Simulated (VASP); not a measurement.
Write the native input for VASP 6.6.1 that does the following.

| Property | Result |
| --- | --- |
| Task | single point |
| Functional | PBE |
| Potentials or basis | VASP PAW PBE potentials, release 64 (Ga_d, P) |
| Cutoff | 520 eV |
| k mesh | 12 × 12 × 12 |
| Occupations | gaussian, width 0.1 eV |
| Spin | no spin polarisation |
| Dipole correction | no |
| Further INCAR settings | ALGO = Normal; EDIFF = 1e-06; NBANDS = 32 |

The structure of GaP2 lies in POSCAR:

```
GaP2
1.0
    1.9184539481      1.1076199034     10.0077768091
   -1.9184539481      1.1076199034     10.0077768091
    0.0000000000     -2.2152398067     10.0077768091
Ga P
2 4
Direct
    0.2642297569      0.2642297569      0.2642297569
    0.7357702431      0.7357702431      0.7357702431
    0.1811913439      0.1811913439      0.1811913439
    0.8188086561      0.8188086561      0.8188086561
    0.6196585594      0.6196585594      0.6196585594
    0.3803414406      0.3803414406      0.3803414406
```

These files were run (other wordings do the same):

INCAR

```
SYSTEM = GaP2
  PREC = Accurate
  ENCUT = 520
  EDIFF = 1E-6
  ISMEAR = 0
  SIGMA = 0.1
  LREAL = .False.
  LASPH = .True.
  NELM = 60
  ALGO = Normal
  ISIF = 2
  LWAVE = .False.
  LCHARG = .False.
  GGA = PE
  NBANDS = 32
```

KPOINTS

```
regular mesh
0
Gamma
  12 12 12
  0 0 0
```

Potentials or basis: VASP PAW PBE potentials, release 64 (Ga_d, P).

Launch:

```console
$ cat potpaw_PBE.64/Ga_d/POTCAR potpaw_PBE.64/P/POTCAR > POTCAR
$ mpirun -np 1 vasp_std > vasp.out
```

It gave:

The pressure is -0.1 GPa and the largest force is 0.004 eV/Å. The band gap on the k mesh is zero (bands 23 and 24 overlap by 0.36 eV).

Caveat: semilocal functionals underestimate gaps, so a narrow gap can read as zero.

Run time: 85 min on 1 thread of Intel(R) Xeon(R) Platinum 8488C (Sapphire Rapids), with other jobs on the host, peak memory 1.3 GiB.
